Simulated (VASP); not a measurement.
# CdHg5Se6 (P1) in VASP: single point with PBE

Aim: the single point of CdHg5Se6 with PBE.

All numbers are computed with VASP 6.6.1; they aren't measurements. Logs are shortened: lines on timing, memory, paths and dates and some standing lists are left out, and cuts for length are marked.

## (1) The cell of the first run

The typed cell holds 12 atoms: a = 4.427 Å, b = 4.426 Å, c = 18.689 Å, α = 90.01°, β = 89.99°, γ = 90.04°.

## (2) Single point, PBE

Input file INCAR:

```
SYSTEM = CdHg5Se6
PREC = Accurate ; ENCUT = 520
EDIFF = 1E-6 ; ISMEAR = 0
SIGMA = 0.2 ; LREAL = .False.
LASPH = .True. ; NELM = 100
ALGO = Fast ; ISIF = 2
LWAVE = .False. ; LCHARG = .False.
GGA = PE ; NBANDS = 66
```

Input file KPOINTS:

```
regular mesh
0
Gamma
  6 6 2
  0 0 0
```

Input file POSCAR:

```
CdHg5Se6
1.0
    4.4265271058     -0.0016133920      0.0001338432
   -0.0016407411      4.4258744316     -0.0003867879
    0.0011814789     -0.0012404877     18.6894325796
Cd Hg Se
1 5 6
Direct
    0.0009435718     -0.0005548409      0.4999906954
    0.0006124925      0.0001761850      0.8326639401
    0.4969914409      0.4987997605     -0.0000023227
    0.0020877467      0.0041414254      0.1673311424
    0.5018789681      0.4975792606      0.3346400217
    0.4973095405      0.4997315767      0.6653451253
    0.5014784751     -0.0005080993      0.0836270593
    0.0015958605      0.5027537815      0.2510035623
    0.5008603041     -0.0014473233      0.4184411533
   -0.0017473138      0.4994258744      0.5815660349
    0.5000266814     -0.0002423922      0.7490138661
   -0.0020377678      0.5001447915      0.9163797221
```

Potentials or basis: VASP PAW PBE potentials, release 64 (Cd, Hg, Se).

On the command line:

```bash
$ cat potpaw_PBE.64/Cd/POTCAR potpaw_PBE.64/Hg/POTCAR potpaw_PBE.64/Se/POTCAR > POTCAR
$ mpirun -np 1 vasp_std > vasp.out
```

OUTCAR:

```text
SYSTEM = CdHg5Se6
   PREC = Accurate
   ENCUT = 520
   EDIFF = 1E-6
   ISMEAR = 0
   LREAL = .False.
   LASPH = .True.
   NELM = 100
   ISIF = 2
   GGA = PE

 ion  position               nearest neighbor table
   1  0.001  0.999  0.500-   9 2.69  10 2.69  10 2.69   9 2.69
   2  0.001  0.000  0.833-  11 2.71  12 2.71  12 2.71  11 2.71
   3  0.497  0.499  1.000-  12 2.71   7 2.71   7 2.71  12 2.71
   4  0.002  0.004  0.167-   8 2.70   7 2.71   7 2.71   8 2.71
   5  0.502  0.498  0.335-   9 2.71   8 2.71   8 2.71   9 2.71
   6  0.497  0.500  0.665-  10 2.71  11 2.71  11 2.71  10 2.71
   7  0.501  0.999  0.084-   3 2.71   4 2.71   3 2.71   4 2.71
   8  0.002  0.503  0.251-   4 2.70   5 2.71   5 2.71   4 2.71
   9  0.501  0.999  0.418-   1 2.69   1 2.69   5 2.71   5 2.71
  10  0.998  0.499  0.582-   1 2.69   1 2.69   6 2.71   6 2.71
  11  0.500  1.000  0.749-   2 2.71   6 2.71   6 2.71   2 2.71
  12  0.998  0.500  0.916-   3 2.71   2 2.71   2 2.71   3 2.71

  LATTYP: Found a base centered monoclinic cell.
 ALAT       =    77.0850897766
 B/A-ratio  =     0.0811738324
 C/A-ratio  =     0.2557122097
 COS(beta)  =    -0.9970294645

  Lattice vectors:

 A1 = (  -8.8570579105,   4.4315821910, -37.3795196335)
 A2 = (  -4.4321715458,   8.8558432306, -37.3797725782)
 A3 = (   4.4293493258,  -4.4287283113,  18.6899532107)

Analysis of symmetry for initial positions (statically):
=====================================================================
 Subroutine PRICEL returns:
 Original cell was already a primitive cell.

 Routine SETGRP: Setting up the symmetry group for a
 base centered monoclinic supercell.

 Subroutine GETGRP returns: Found  1 space group operations
 (whereof  1 operations were pure point group operations)
 out of a pool of  4 trial point group operations.

The static configuration has the point symmetry C_1 .

Analysis of symmetry for dynamics (positions and initial velocities):
=====================================================================
 Subroutine PRICEL returns:
 Original cell was already a primitive cell.

 Routine SETGRP: Setting up the symmetry group for a
 base centered monoclinic supercell.

 Subroutine GETGRP returns: Found  1 space group operations
 (whereof  1 operations were pure point group operations)
 out of a pool of  4 trial point group operations.

The dynamic configuration has the point symmetry C_1 .

 Subroutine INISYM returns: Found  1 space group operations
 (whereof  1 operations are pure point group operations),
 and found     1 'primitive' translations

----------------------------------------------------------------------------------------

                                     Primitive cell

  volume of cell :     366.1494

  direct lattice vectors                    reciprocal lattice vectors
     4.426527106 -0.001613392  0.000133843     0.225910768  0.000083747 -0.000014276
    -0.001640741  4.425874432 -0.000386788     0.000082352  0.225944083  0.000014992
     0.001181479 -0.001240488 18.689432580    -0.000001616  0.000004675  0.053506173

  length of vectors
     4.426527402  4.425874753 18.689432658     0.225910784  0.225944099  0.053506173

  position of ions in fractional coordinates (direct lattice)
     0.000943572  0.999445159  0.499990695
     0.000612492  0.000176185  0.832663940
     0.496991441  0.498799760  0.999997677
     0.002087747  0.004141425  0.167331142
     0.501878968  0.497579261  0.334640022
     0.497309540  0.499731577  0.665345125
     0.501478475  0.999491901  0.083627059
     0.001595860  0.502753781  0.251003562
     0.500860304  0.998552677  0.418441153
     0.998252686  0.499425874  0.581566035
     0.500026681  0.999757608  0.749013866
     0.997962232  0.500144791  0.916379722

  ion indices of the primitive-cell ions
   primitive index   ion index
                 1           1
                 2           2
                 3           3
                 4           4
                 5           5
                 6           6
                 7           7
                 8           8
                 9           9
                10          10
                11          11
                12          12

----------------------------------------------------------------------------------------

 KPOINTS: regular mesh

Automatic generation of k-mesh.
 Grid dimensions read from file:
 generate k-points for:    6    6    2

 Generating k-lattice:

  Cartesian coordinates                     Fractional coordinates (reciprocal lattice)
     0.037651795  0.000013958 -0.000002379     0.166666667 -0.000000000  0.000000000
     0.000013725  0.037657347  0.000002499     0.000000000  0.166666667  0.000000000
    -0.000000808  0.000002338  0.026753086     0.000000000 -0.000000000  0.500000000

  Length of vectors
     0.037651797  0.037657350  0.026753086

  Shift w.r.t. Gamma in fractional coordinates (k-lattice)
     0.000000000  0.000000000  0.000000000

 Subroutine IBZKPT returns following result:
 ===========================================

 Found     40 irreducible k-points:

 Following reciprocal coordinates:
            Coordinates               Weight
  0.000000  0.000000  0.000000      1.000000
  0.166667 -0.000000  0.000000      2.000000
  0.333333 -0.000000  0.000000      2.000000
  0.500000 -0.000000 -0.000000      1.000000
 -0.000000  0.166667 -0.000000      2.000000
  0.166667  0.166667  0.000000      2.000000
[... 16 lines left out ...]
  0.333333 -0.000000  0.500000      2.000000
  0.500000 -0.000000  0.500000      1.000000
 [... further k-points ...]
   k-points           NKPTS =     40   k-points in BZ     NKDIM =     40   number of bands    NBANDS=     66
   number of dos      NEDOS =    301   number of ions     NIONS =     12
   total plane-waves  NPLWV = 181440
   dimension x,y,z NGX =    36 NGY =   36 NGZ =  140
   dimension x,y,z NGXF=    72 NGYF=   72 NGZF=  280
   ions per type =               1   5   6
   NGX,Y,Z   is equivalent  to a cutoff of  13.52, 13.52, 12.45 a.u.
   NGXF,Y,Z  is equivalent  to a cutoff of  27.04, 27.04, 24.91 a.u.
 SYSTEM =  CdHg5Se6
   PREC   = accura    normal or accurate (medium, high low for compatibility)
   ISTART =      0    job   : 0-new  1-cont  2-samecut
   ICHARG =      2    charge: 1-file 2-atom 10-const
   ISPIN  =      1    spin polarized calculation?
   LNONCOLLINEAR =      F non collinear calculations
   LSORBIT =      F    spin-orbit coupling
   LASPH  =      T    aspherical Exc in radial PAW
   ENCUT  =  520.0 eV  38.22 Ry    6.18 a.u.   8.23  8.23 34.75*2*pi/ulx,y,z
   NELM   =    100;   NELMIN=  2; NELMDL= -5     # of ELM steps
   EDIFF  = 0.1E-05   stopping-criterion for ELM
   LREAL  =      F    real-space projection
   EDIFFG = 0.1E-04   stopping-criterion for IOM
   NSW    =      0    number of steps for IOM
   IBRION =     -1    ionic relax: 0-MD 1-quasi-New 2-CG
   NFREE  =      0    steps in history (QN), initial steepest desc. (CG)
   ISIF   =      2    stress and relaxation
   ISYM   =      2    0-nonsym 1-usesym 2-fastsym
   POTIM  = 0.5000    time-step for ionic-motion
   TEBEG  =    0.0;   TEEND  =   0.0 temperature during run
   PSTRESS=    0.0 pullay stress
   NELECT =     108.0000    total number of electrons
   NUPDOWN=      -1.0000    fix difference up-down
   EMIN   =  10.00;   EMAX   =-10.00  energy-range for DOS
   EFERMI =   0.00;   METHOD = LEGACY
   ISMEAR =     0;   SIGMA  =   0.20  broadening in eV -4-tet -1-fermi 0-gaus
   EFERMI_NEDOS =   21; number of points for ismear=-14 and -15
   IALGO  =     68    algorithm
   IMIX   =      4    mixing-type and parameters
     AMIX     =   0.40;   BMIX     =  1.00
     AMIX_MAG =   1.60;   BMIX_MAG =  1.00
  volume/ion in A,a.u.               =      30.51       205.91
  Fermi-wavevector in a.u.,A,eV,Ry     =   1.089758  2.059344 16.157899  1.187572
  Thomas-Fermi vector in A             =   2.225968
   LORBIT       =      0    0 simple, 1 ext, 2 COOP (PROOUT), +10 PAW based schemes
   GGA     = PE    functional components
   LHFCALC =     F    Hartree Fock is set to
   AEXX    =    0.0000 exact exchange contribution
   IVDW    =     0    specifies the selected vdW correction
   LEPSILON=     F    determine dielectric tensor
   LRPA    =     F    only Hartree local field effects (RPA)
 non-spin polarized calculation
 RMM-DIIS sequential band-by-band and
 Gauss-broadening in eV      SIGMA  =   0.20
  energy-cutoff  :      520.00
  volume of cell :      366.15
 maximum number of plane-waves:      9904
 NGX is ok and might be reduce to    36
   NGX = 17   NGY = 17   NGZ = 69

 number of electron     108.0000002 magnetization

 Free energy of the ion-electron system (eV)
  ---------------------------------------------------
  ext. energy  EPLUGINS =         0.00000000
  ---------------------------------------------------
  free energy    TOTEN  =       -25.91914383 eV

  energy without entropy =      -25.91187288  energy(sigma->0) =      -25.91550835

 E-fermi :   1.0251     XC(G=0):  -8.6448

 val. band max:        0.8940660680   @ k =   0.0000   0.0000   0.0000
 cond. band min:       1.4241649286   @ k =   0.0000   0.0000   0.5000
 fundamental gap:      0.5300988606
 Fermi energy:         1.0250960666

 k-point     1 :       0.0000    0.0000    0.0000
  band No.  band energies     occupation
      1     -11.9252      2.00000
      2     -11.8119      2.00000
      3     -11.7571      2.00000
      4     -11.5348      2.00000
      5     -11.5323      2.00000
      6     -11.3961      2.00000
[... 58 lines left out ...]
     65       5.3987      0.00000
     66       6.5265      0.00000

 k-point     2 :       0.1667   -0.0000    0.0000
  band No.  band energies     occupation
      1     -11.8630      2.00000
      2     -11.7630      2.00000
      3     -11.7111      2.00000
      4     -11.5206      2.00000
      5     -11.5167      2.00000
      6     -11.3975      2.00000
[... 1576 lines left out ...]
     65       7.1388      0.00000
     66       7.1966      0.00000

 [... further k-points ...]

------------------------ aborting loop because EDIFF is reached ----------------------------------------

  FORCE on cell =-STRESS in cart. coord.  units (eV):
  Direction    XX          YY          ZZ          XY          YZ          ZX
  --------------------------------------------------------------------------------------
  -------------------------------------------------------------------------------------
  Total        0.4490263      0.4640175      0.5157320      0.0125121      0.0093005     -0.0069424
  in kB        1.9648258      2.0304237      2.2567134      0.0547497      0.0406965     -0.0303781
  external PRESSURE =       2.0839876 kB  Pullay stress =       0.0000000 kB

 VOLUME and BASIS-vectors are now :
 -----------------------------------------------------------------------------
  energy-cutoff  :      520.00
  volume of cell :      366.15
      direct lattice vectors                 reciprocal lattice vectors
     4.426527106 -0.001613392  0.000133843     0.225910768  0.000083747 -0.000014276
    -0.001640741  4.425874432 -0.000386788     0.000082352  0.225944083  0.000014992
     0.001181479 -0.001240488 18.689432580    -0.000001616  0.000004675  0.053506173

 POSITION                                       TOTAL-FORCE (eV/Angst)
 -----------------------------------------------------------------------------------
      0.00313      4.42280      9.34416        -0.001857      0.000408      0.000422
      0.00369     -0.00025     15.56202        -0.000692      0.000291     -0.002917
      2.20031      2.20558     18.68926         0.002986      0.001669     -0.000204
      0.00943      0.01812      3.12732        -0.002221     -0.005158      0.002165
      2.22116      2.20100      6.25411        -0.002568      0.002745      0.000800
      2.20132      2.21012     12.43480         0.003143     -0.000555     -0.000402
      2.21827      4.42271      1.56262        -0.000873     -0.000572      0.004261
      0.00654      2.22481      4.69092        -0.001823     -0.002528     -0.003032
      2.21593      4.41814      7.82011        -0.000819      0.001535     -0.002233
      4.41866      2.20806     10.86908         0.002023      0.001708      0.001805
      2.21263      4.42307     13.99832         0.000410      0.000108      0.002766
      4.41777      2.21083     17.12656         0.002291      0.000349     -0.003432
 -----------------------------------------------------------------------------------
    total drift:                               -0.000060     -0.000042     -0.000013

  FREE ENERGIE OF THE ION-ELECTRON SYSTEM (eV)
  ---------------------------------------------------
  free  energy   TOTEN  =       -25.9191438262 eV

  energy  without entropy=      -25.9118728770  energy(sigma->0) =      -25.91550835
```

Run time: 20 min. Hardware: 1 thread of Oxide Virtual Turin-like, shared host; peak memory 0.93 GiB.

Results:

| Quantity | Value |
| --- | --- |
| Free energy | -25.9191 eV |
| Pressure | 0.2 GPa |
| Largest force | 0.006 eV/Å |

Forces on the atoms (eV/Å):
```
Cd  -0.002  0.000  0.000
Hg  -0.001  0.000 -0.003
Hg   0.003  0.002  0.000
Hg  -0.002 -0.005  0.002
Hg  -0.003  0.003  0.001
Hg   0.003 -0.001  0.000
Se  -0.001 -0.001  0.004
Se  -0.002 -0.003 -0.003
Se  -0.001  0.002 -0.002
Se   0.002  0.002  0.002
Se   0.000  0.000  0.003
Se   0.002  0.000 -0.003
```

Caveat: spin-orbit coupling is left out, which moves the levels of the heavy elements.
